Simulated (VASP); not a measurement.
# InAs3 (P6/mmm) in VASP: notebook

InAs3 is run at these levels: PBE; tasks: single point, relaxation of cell and atoms.

Program: VASP 6.6.1. These are calculated values, not measurements. Logs are shortened: lines on timing, memory, paths and dates and some standing lists are left out, and cuts for length are marked.

## Step 1: The cell of the first run

Symmetry: P6/mmm, No. 191, hexagonal system. The conventional cell has a = 5.051 Å, b = 5.051 Å, c = 5.273 Å, α = 90.00°, β = 90.00°, γ = 120.00°. In (site symmetry 6/mmm) has 8 As at 2.64 to 2.92 Å within 3.5 Å. Within 3.5 Å of As (site symmetry 6/mmm) lie 2 In at 2.64 Å. Within 4.0 Å of As (site symmetry -6m2) lie 9 As at 2.92 to 3.93 Å and 3 In at 2.92 Å.

## Step 2: Single point, PBE

INCAR reads:

```
SYSTEM = InAs3
PREC = Accurate
ENCUT = 500
EDIFF = 1E-6
ISMEAR = 0
SIGMA = 0.1
LREAL = .False.
LASPH = .True.
NELM = 120
ALGO = Normal
ISIF = 2
LWAVE = .False.
LCHARG = .False.
GGA = PE
NBANDS = 22
GGA_COMPAT = .False.
```

KPOINTS reads:

```
Automatic mesh
0
Gamma
  12 12 10
  0 0 0
```

POSCAR reads:

```
InAs3
1.0
    5.0511018167      0.0000000000      0.0000000000
   -2.5255509084      4.3743824904      0.0000000000
    0.0000000000      0.0000000000      5.2730134432
In As
1 3
Direct
    0.0000000000      0.0000000000      0.0000000000
    0.0000000000      0.0000000000      0.5000000000
    0.3333333333      0.6666666667      0.0000000000
    0.6666666667      0.3333333333      0.0000000000
```

Potentials or basis: VASP PAW PBE potentials, release 64 (In_d, As).

Command:

```sh
> cat potpaw_PBE.64/In_d/POTCAR potpaw_PBE.64/As/POTCAR > POTCAR
> mpirun -np 1 vasp_std > vasp.out
```

OUTCAR:

```text
SYSTEM = InAs3
   PREC = Accurate
   ENCUT = 500
   EDIFF = 1E-6
   ISMEAR = 0
   LREAL = .False.
   LASPH = .True.
   NELM = 120
   ISIF = 2
   GGA = PE

 ion  position               nearest neighbor table
   1  0.000  0.000  0.000-   2 2.64   2 2.64   4 2.92   3 2.92   4 2.92   3 2.92   4 2.92   3 2.92

   2  0.000  0.000  0.500-   1 2.64   1 2.64
   3  0.333  0.667  0.000-   4 2.92   1 2.92   4 2.92   1 2.92   1 2.92   4 2.92
   4  0.667  0.333  0.000-   3 2.92   1 2.92   3 2.92   1 2.92   1 2.92   3 2.92

  LATTYP: Found a hexagonal cell.
 ALAT       =     5.0511018167
 C/A-ratio  =     1.0439333109

  Lattice vectors:

 A1 = (   5.0511018167,   0.0000000000,   0.0000000000)
 A2 = (  -2.5255509084,   4.3743824904,   0.0000000000)
 A3 = (   0.0000000000,   0.0000000000,   5.2730134432)

Analysis of symmetry for initial positions (statically):
=====================================================================
 Subroutine PRICEL returns:
 Original cell was already a primitive cell.

 Routine SETGRP: Setting up the symmetry group for a
 hexagonal supercell.

 Subroutine GETGRP returns: Found 24 space group operations
 (whereof 24 operations were pure point group operations)
 out of a pool of 24 trial point group operations.

The static configuration has the point symmetry D_6h.

Analysis of symmetry for dynamics (positions and initial velocities):
=====================================================================
 Subroutine PRICEL returns:
 Original cell was already a primitive cell.

 Routine SETGRP: Setting up the symmetry group for a
 hexagonal supercell.

 Subroutine GETGRP returns: Found 24 space group operations
 (whereof 24 operations were pure point group operations)
 out of a pool of 24 trial point group operations.

The dynamic configuration has the point symmetry D_6h.

 Subroutine INISYM returns: Found 24 space group operations
 (whereof 24 operations are pure point group operations),
 and found     1 'primitive' translations

----------------------------------------------------------------------------------------

                                     Primitive cell

  volume of cell :     116.5096

  direct lattice vectors                    reciprocal lattice vectors
     5.051101817  0.000000000  0.000000000     0.197976607  0.114301847  0.000000000
    -2.525550908  4.374382490  0.000000000     0.000000000  0.228603695  0.000000000
[... 89 lines left out ...]
   EDIFF  = 0.1E-05   stopping-criterion for ELM
   LREAL  =      F    real-space projection
   EDIFFG = 0.1E-04   stopping-criterion for IOM
   NSW    =      0    number of steps for IOM
   IBRION =     -1    ionic relax: 0-MD 1-quasi-New 2-CG
   NFREE  =      0    steps in history (QN), initial steepest desc. (CG)
   ISIF   =      2    stress and relaxation
   ISYM   =      2    0-nonsym 1-usesym 2-fastsym
   POTIM  = 0.5000    time-step for ionic-motion
   TEBEG  =    0.0;   TEEND  =   0.0 temperature during run
   PSTRESS=    0.0 pullay stress
   NELECT =      28.0000    total number of electrons
   NUPDOWN=      -1.0000    fix difference up-down
   EMIN   =  10.00;   EMAX   =-10.00  energy-range for DOS
   EFERMI =   0.00;   METHOD = LEGACY
   ISMEAR =     0;   SIGMA  =   0.10  broadening in eV -4-tet -1-fermi 0-gaus
   EFERMI_NEDOS =   21; number of points for ismear=-14 and -15
   IALGO  =     38    algorithm
   IMIX   =      4    mixing-type and parameters
     AMIX     =   0.40;   BMIX     =  1.00
     AMIX_MAG =   1.60;   BMIX_MAG =  1.00
  volume/ion in A,a.u.               =      29.13       196.56
  Fermi-wavevector in a.u.,A,eV,Ry     =   1.017826  1.923412 14.095228  1.035970
  Thomas-Fermi vector in A             =   2.151249
   LORBIT       =      0    0 simple, 1 ext, 2 COOP (PROOUT), +10 PAW based schemes
   GGA     = PE    functional components
   LHFCALC =     F    Hartree Fock is set to
   AEXX    =    0.0000 exact exchange contribution
   IVDW    =     0    specifies the selected vdW correction
   LEPSILON=     F    determine dielectric tensor
   LRPA    =     F    only Hartree local field effects (RPA)
 non-spin polarized calculation
 Gauss-broadening in eV      SIGMA  =   0.10
  energy-cutoff  :      500.00
  volume of cell :      116.51
 maximum number of plane-waves:      2975
 NGX is ok and might be reduce to    40
   NGX = 19   NGY = 19   NGZ = 19

 number of electron      27.9999996 magnetization

 Free energy of the ion-electron system (eV)
  ---------------------------------------------------
  ext. energy  EPLUGINS =         0.00000000
  ---------------------------------------------------
  free energy    TOTEN  =       -13.27226957 eV

  energy without entropy =      -13.25107806  energy(sigma->0) =      -13.26167381

 E-fermi :   3.0923     XC(G=0):  -8.7904

 val. band max:        3.0884336483   @ k =   0.3333   0.0833   0.1000
 cond. band min:       3.0923356169   @ k =   0.1667   0.0833   0.1000
 fundamental gap:      0.0039019686
 Fermi energy:         3.0923165618

 k-point     1 :       0.0000    0.0000    0.0000
  band No.  band energies     occupation
      1     -11.6690      2.00000
      2     -11.4535      2.00000
      3     -11.4535      2.00000
      4     -11.3426      2.00000
      5     -11.3426      2.00000
      6      -9.5165      2.00000
[... 589 lines left out ...]
     21       9.0056      0.00000
     22       9.7960      0.00000

 [... further k-points ...]

------------------------ aborting loop because EDIFF is reached ----------------------------------------

  FORCE on cell =-STRESS in cart. coord.  units (eV):
  Direction    XX          YY          ZZ          XY          YZ          ZX
  --------------------------------------------------------------------------------------
  -------------------------------------------------------------------------------------
  Total        0.0161801      0.0161801      0.0041083     -0.0000000      0.0000000      0.0000000
  in kB        0.2225004      0.2225004      0.0564952     -0.0000000      0.0000000      0.0000000
  external PRESSURE =       0.1671653 kB  Pullay stress =       0.0000000 kB

 VOLUME and BASIS-vectors are now :
 -----------------------------------------------------------------------------
  energy-cutoff  :      500.00
  volume of cell :      116.51
      direct lattice vectors                 reciprocal lattice vectors
     5.051101817  0.000000000  0.000000000     0.197976607  0.114301847  0.000000000
    -2.525550908  4.374382490  0.000000000     0.000000000  0.228603695  0.000000000
     0.000000000  0.000000000  5.273013443     0.000000000  0.000000000  0.189644880

 POSITION                                       TOTAL-FORCE (eV/Angst)
 -----------------------------------------------------------------------------------
      0.00000      0.00000      0.00000        -0.000000      0.000000      0.000000
      0.00000      0.00000      2.63651         0.000000      0.000000      0.000000
     -0.00000      2.91625      0.00000         0.000000      0.000000      0.000000
      2.52555      1.45813      0.00000        -0.000000      0.000000     -0.000000
 -----------------------------------------------------------------------------------
    total drift:                                0.000000     -0.000000      0.000000

  FREE ENERGIE OF THE ION-ELECTRON SYSTEM (eV)
  ---------------------------------------------------
  free  energy   TOTEN  =       -13.2722695664 eV

  energy  without entropy=      -13.2510780581  energy(sigma->0) =      -13.26167381
```

OSZICAR:

```text
N       E                     dE             d eps       ncg     rms          rms(c)
DAV:   1     0.188037116121E+03    0.18804E+03   -0.11464E+04  5016   0.116E+03
DAV:   2     0.488413453659E+01   -0.18315E+03   -0.17509E+03  5366   0.286E+02
DAV:   3    -0.126872745224E+02   -0.17571E+02   -0.17077E+02  6420   0.911E+01
DAV:   4    -0.133512293952E+02   -0.66395E+00   -0.66076E+00  5948   0.190E+01
DAV:   5    -0.133802044256E+02   -0.28975E-01   -0.28969E-01  7626   0.389E+00    0.456E+00
DAV:   6    -0.133170413533E+02    0.63163E-01   -0.77513E-01  6850   0.623E+00    0.273E+00
DAV:   7    -0.132854342412E+02    0.31607E-01   -0.39617E-01  6414   0.174E+00    0.178E+00
DAV:   8    -0.132722155979E+02    0.13219E-01   -0.56183E-02  6426   0.176E+00    0.198E-01
DAV:   9    -0.132722393402E+02   -0.23742E-04   -0.58005E-03  6580   0.688E-01    0.123E-01
DAV:  10    -0.132722504979E+02   -0.11158E-04   -0.43545E-04  6892   0.145E-01    0.573E-02
DAV:  11    -0.132722678348E+02   -0.17337E-04   -0.44991E-05  6906   0.710E-02    0.151E-02
DAV:  12    -0.132722700150E+02   -0.21801E-05   -0.44281E-06  5844   0.207E-02    0.368E-03
DAV:  13    -0.132722695664E+02    0.44861E-06   -0.75588E-07  4056   0.524E-03
   1 F= -.13272270E+02 E0= -.13261674E+02  d E =-.211915E-01
```

stdout:

```text
POSCAR found type information on POSCAR InAs
 POSCAR found :  2 types and       4 ions
 scaLAPACK will be used
 LDA part: xc-table for (Slater+PW92), standard interpolation
 POSCAR, INCAR and KPOINTS ok, starting setup
 FFT: planning ... GRIDC
 FFT: planning ... GRID_SOFT
 FFT: planning ... GRID
 WAVECAR not read
 entering main loop
```

Wall time 3.9 min (1 thread of Intel Xeon Platinum 8259CL at 2.50GHz (Skylake/Cascade Lake), shared host); peak memory 0.41 GiB.

What came out:

| Item | Value |
| --- | --- |
| Free energy | -13.2723 eV |
| Pressure | 0.0 GPa |
| Band gap on the k mesh | zero (bands 14 and 15 overlap by 1.24 eV) |

Levels at points of the mesh, in eV from the Fermi level:
```
           k point  band 12  band 13  band 14  band 15  band 16  band 17
(0.00, 0.00, 0.00)    -2.24    -2.24    -1.49    -0.26     0.98     0.98
(0.50, 0.00, 0.00)    -1.24    -1.01     0.05     0.13     1.18     2.01
(0.00, 0.00, 0.50)    -2.16    -1.65    -1.65    -0.14    -0.14     1.00
(0.50, 0.00, 0.50)    -0.60    -0.43     0.11     0.93     1.24     2.53
```

Caveat: spin-orbit coupling is left out, which moves the levels of the heavy elements.

## Step 3: Relaxation of cell and atoms, PBE

This run uses another cell than the first one, of 29.00 Å³/atom.

INCAR reads:

```
SYSTEM = InAs3
ALGO     = Normal         ! electronic algorithm
EDIFF    = 1E-7           ! SCF threshold, eV
EDIFFG   = -0.01          ! ionic threshold
ENCUT    = 500            ! plane-wave cutoff, eV
GGA      = PE             ! functional
GGA_COMPAT= .FALSE.      
IBRION   = 2              ! ionic algorithm
ISIF     = 3              ! what is computed and relaxed
ISMEAR   = 0              ! smearing method
LASPH    = .TRUE.         ! aspherical terms in the spheres
LCHARG   = .FALSE.        ! write CHGCAR
LREAL    = .FALSE.        ! projectors in reciprocal space
LWAVE    = .FALSE.        ! write WAVECAR
NELM     = 120            ! most SCF steps
NELMIN   = 4            
NSW      = 100            ! ionic steps
PREC     = Accurate       ! precision mode
SIGMA    = 0.1            ! smearing width, eV
```

KPOINTS reads:

```
k-points
0
G
  12 12 10
  0 0 0
```

POSCAR reads:

```
InAs3
1.0
    5.0372650882      0.0000000000      0.0000000000
   -2.5186325441      4.3623995319      0.0000000000
    0.0000000000      0.0000000000      5.2787955537
In As
1 3
Direct
    0.0000000000      0.0000000000      0.0000000000
    0.0000000000      0.0000000000      0.5000000000
    0.3333333333      0.6666666667      0.0000000000
    0.6666666667      0.3333333333      0.0000000000
```

Potentials or basis: VASP PAW PBE potentials, release 64 (In_d, As).

Command:

```sh
> cat potpaw_PBE.64/In_d/POTCAR potpaw_PBE.64/As/POTCAR > POTCAR
> mpirun -np 1 vasp_std > vasp.out
```

OUTCAR:

```text
SYSTEM = InAs3
   EDIFF = 1E-7
   EDIFFG = -0.01
   ENCUT = 500
   GGA = PE
   IBRION = 2
   ISIF = 3
   ISMEAR = 0
   LASPH = .TRUE.
   LREAL = .FALSE.
   NELM = 120
   NELMIN = 4
   NSW = 100
   PREC = Accurate

 ion  position               nearest neighbor table
   1  0.000  0.000  0.000-   2 2.64   2 2.64   4 2.91   3 2.91   3 2.91   4 2.91   4 2.91   3 2.91

   2  0.000  0.000  0.500-   1 2.64   1 2.64
   3  0.333  0.667  0.000-   4 2.91   1 2.91   4 2.91   1 2.91   1 2.91   4 2.91
   4  0.667  0.333  0.000-   3 2.91   1 2.91   3 2.91   1 2.91   1 2.91   3 2.91

  LATTYP: Found a hexagonal cell.
 ALAT       =     5.0372650882
 C/A-ratio  =     1.0479487304

  Lattice vectors:

 A1 = (   5.0372650882,   0.0000000000,   0.0000000000)
 A2 = (  -2.5186325441,   4.3623995319,   0.0000000000)
 A3 = (   0.0000000000,   0.0000000000,   5.2787955537)

Analysis of symmetry for initial positions (statically):
=====================================================================
 Subroutine PRICEL returns:
 Original cell was already a primitive cell.

[... 180 lines left out ...]
  Direction    XX          YY          ZZ          XY          YZ          ZX
  --------------------------------------------------------------------------------------
  -------------------------------------------------------------------------------------
  Total        0.2688970      0.2688970     -0.0367080      0.0000000     -0.0000000      0.0000000
  in kB        3.7139961      3.7139961     -0.5070090      0.0000000     -0.0000000      0.0000000
  external PRESSURE =       2.3069944 kB  Pullay stress =       0.0000000 kB
[... 139 lines left out ...]
--------------------------------------- Ionic step        5  -------------------------------------------

 number of electron      27.9999996 magnetization

 Free energy of the ion-electron system (eV)
  ---------------------------------------------------
  ext. energy  EPLUGINS =         0.00000000
  ---------------------------------------------------
  free energy    TOTEN  =       -13.27221612 eV

  energy without entropy =      -13.25102288  energy(sigma->0) =      -13.26161950

 E-fermi :   3.0873     XC(G=0):  -8.7878

 val. band max:        3.0868491324   @ k =   0.1667   0.0833   0.1000
 cond. band min:       3.0882082338   @ k =   0.0833   0.0833   0.1000
 fundamental gap:      0.0013591013
 Fermi energy:         3.0873038501

 k-point     1 :       0.0000    0.0000    0.0000
  band No.  band energies     occupation
      1     -11.6728      2.00000
      2     -11.4576      2.00000
      3     -11.4576      2.00000
      4     -11.3469      2.00000
      5     -11.3469      2.00000
      6      -9.5174      2.00000
[... 481 lines left out ...]
      5     -11.3482      2.00000
      6      -8.7967      2.00000
[... 10 lines left out ...]
     17       4.6283      0.00000
     18       6.0541      0.00000

 [... further k-points ...]

------------------------ aborting loop because EDIFF is reached ----------------------------------------

  FORCE on cell =-STRESS in cart. coord.  units (eV):
  Direction    XX          YY          ZZ          XY          YZ          ZX
  --------------------------------------------------------------------------------------
  -------------------------------------------------------------------------------------
  Total       -0.0039815     -0.0039815     -0.0030647      0.0000000     -0.0000000     -0.0000000
  in kB       -0.0547186     -0.0547186     -0.0421191      0.0000000     -0.0000000     -0.0000000
  external PRESSURE =      -0.0505188 kB  Pullay stress =       0.0000000 kB
[... 19 lines left out ...]
  FREE ENERGIE OF THE ION-ELECTRON SYSTEM (eV)
  ---------------------------------------------------
  free  energy   TOTEN  =       -13.2722161222 eV

  energy  without entropy=      -13.2510228760  energy(sigma->0) =      -13.26161950

 reached required accuracy - stopping structural energy minimisation
```

CONTCAR:

```text
InAs3
   1.00000000000000
     5.0523856603275616    0.0000000000000000    0.0000000000000000
    -2.5261928301637808    4.3754943314815238    0.0000000000000000
     0.0000000000000000   -0.0000000000000000    5.2735336319951012
  In              As
     1     3
Direct
     1.0000000000000000    0.0000000000000000    0.0000000000000000
     0.0000000000000000    1.0000000000000000    0.5000000000000000
     0.3333333332999970    0.6666666667000030    0.0000000000000000
     0.6666666667000030    0.3333333332999970    0.0000000000000000

  0.00000000E+00  0.00000000E+00  0.00000000E+00
  0.00000000E+00  0.00000000E+00  0.00000000E+00
  0.00000000E+00  0.00000000E+00  0.00000000E+00
  0.00000000E+00  0.00000000E+00  0.00000000E+00
```

It took 9.5 min on 1 thread of Intel Xeon Platinum 8259CL at 2.50GHz (Skylake/Cascade Lake), shared host; peak memory 0.41 GiB.

What came out:

```
Free energy                           : -13.2722 eV
Relaxed volume                        : 29.15 Å³/atom
Relaxed cell                          : a = 5.052 Å, b = 5.052 Å, c = 5.274 Å, α = 90.00°, β = 90.00°, γ = 120.00°
Space group after relaxing (to 0.1 Å) : P6/mmm (No. 191)
Energy gained by relaxing             : 0.2 meV/atom
Ionic steps                           : 5
Pressure after relaxing               : 0.0 GPa
Band gap on the k mesh                : zero (bands 14 and 15 overlap by 1.24 eV)
```

The path:
```csv
step,energy change (eV),largest force (eV/Å),pressure (GPa),volume (Å³)
1,0.0000,0.0000,0.23,116.00
2,-0.0008,0.0000,-0.05,116.70
3,-0.0008,0.0000,-0.02,116.63
4,-0.0008,0.0000,-0.03,116.65
5,-0.0008,0.0000,-0.01,116.58
```

Final structure:
```xyz
4
Lattice="5.0524 0.0000 0.0000 -2.5262 4.3755 0.0000 0.0000 0.0000 5.2735" Properties=species:S:1:pos:R:3 pbc="T T T"
In    5.0524    0.0000    0.0000
As   -2.5262    4.3755    2.6368
As    0.0000    2.9170    0.0000
As    2.5262    1.4585    0.0000
```

Levels at points of the mesh, in eV from the Fermi level:
```tsv
k point	band 12	band 13	band 14	band 15	band 16	band 17
(0.00, 0.00, 0.00)	-2.24	-2.24	-1.49	-0.26	0.98	0.98
(0.50, 0.00, 0.00)	-1.24	-1.01	0.05	0.13	1.18	2.00
(0.00, 0.00, 0.50)	-2.16	-1.65	-1.65	-0.14	-0.14	1.00
(0.50, 0.00, 0.50)	-0.60	-0.43	0.11	0.93	1.24	2.52
```

Caveat: spin-orbit coupling is left out, which moves the levels of the heavy elements.
